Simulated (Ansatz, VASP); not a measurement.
## One calculation of Ge2Sb2Te5, two programs

File INCAR:

```
SYSTEM = Ge2Sb2Te5
ALGO = Normal
EDIFF = 1E-6
ENCUT = 520
GGA = PE
ISIF = 2
ISMEAR = 0
LASPH = .True.
LCHARG = .False.
LREAL = .False.
LWAVE = .False.
NBANDS = 44
NELM = 60
PREC = Accurate
SIGMA = 0.03
```

The input KPOINTS:

```
k-points
0
Gamma
  12 12 2
  0 0 0
```

POSCAR

```
Ge2Sb2Te5
1.0
    4.3464290248      0.0000000000      0.0000000000
   -2.1732145124      3.7641179513      0.0000000000
    0.0000000000      0.0000000000     20.1922053207
Ge Sb Te
2 2 5
Direct
    0.0000000000      0.0000000000      0.3314713560
    0.0000000000      0.0000000000      0.6685286440
    0.3333333333      0.6666666667      0.1121550832
    0.6666666667      0.3333333333      0.8878449168
    0.0000000000      0.0000000000      0.0000000000
    0.3333333333      0.6666666667      0.7913602895
    0.6666666667      0.3333333333      0.2086397105
    0.3333333333      0.6666666667      0.4097504733
    0.6666666667      0.3333333333      0.5902495267
```

Input for Ansatz:

```yaml
crystal:
  lattice:
    - [4.3464290248, 0.0, 0.0]
    - [-2.1732145124, 3.7641179513, 0.0]
    - [0.0, 0.0, 20.1922053207]
  atoms:
    - { symbol: Ge, position: [0.0, 0.0, 0.331471356] }
    - { symbol: Ge, position: [0.0, 0.0, 0.668528644] }
    - { symbol: Sb, position: [0.3333333333, 0.6666666667, 0.1121550832] }
    - { symbol: Sb, position: [0.6666666667, 0.3333333333, 0.8878449168] }
    - { symbol: Te, position: [0.0, 0.0, 0.0] }
    - { symbol: Te, position: [0.3333333333, 0.6666666667, 0.7913602895] }
    - { symbol: Te, position: [0.6666666667, 0.3333333333, 0.2086397105] }
    - { symbol: Te, position: [0.3333333333, 0.6666666667, 0.4097504733] }
    - { symbol: Te, position: [0.6666666667, 0.3333333333, 0.5902495267] }
basis:
  ecutwfc: 420
kpoints:
  mp_grid: { grid: [12, 12, 2] }
hamiltonian:
  xc: pbe
  pseudopotentials: { kind: paw, azcp: { folder: soft_1 } }
scf:
  occupations: { method: gaussian, width: 0.03 }
output:
  forces: true
  stress: true
  eigenvalues: true
```

Alike in both runs: task single point; functional PBE; k mesh 12 × 12 × 2; occupations gaussian, width 0.03 eV; no spin polarisation.

```csv
,VASP,Ansatz
version,VASP 6.6.1,Ansatz 0.2.0
potentials or method,"VASP PAW PBE potentials, release 64 (Ge_d, Sb, Te), cutoff 520 eV","scalar-relativistic, plane waves, PAW"
valence electrons in the cell,68,138
```

VASP gave:

| Quantity | Value |
| --- | --- |
| gap on the k mesh at the Fermi level (eV) | none |
| pressure (GPa) | -4.8 |
| traceless stress, the component that is largest in VASP (GPa) | -1.71 |
| rms of the force components (eV/Å) | 0.453 |

Which values does Ansatz return?

gap on the k mesh at the Fermi level (eV): none; pressure (GPa): -4.8; traceless stress, the component that is largest in VASP (GPa): -1.71; rms of the force components (eV/Å): 0.457.

Atom by atom the forces differ by 0.005 eV/Å (rms over components). A gap of «none» marks a metal or a gap that the smearing closes. VASP's potentials hold 68 valence electrons a cell and Ansatz's 138, so a difference there can come from the potentials and not from the codes.

Spin-orbit coupling is off throughout.
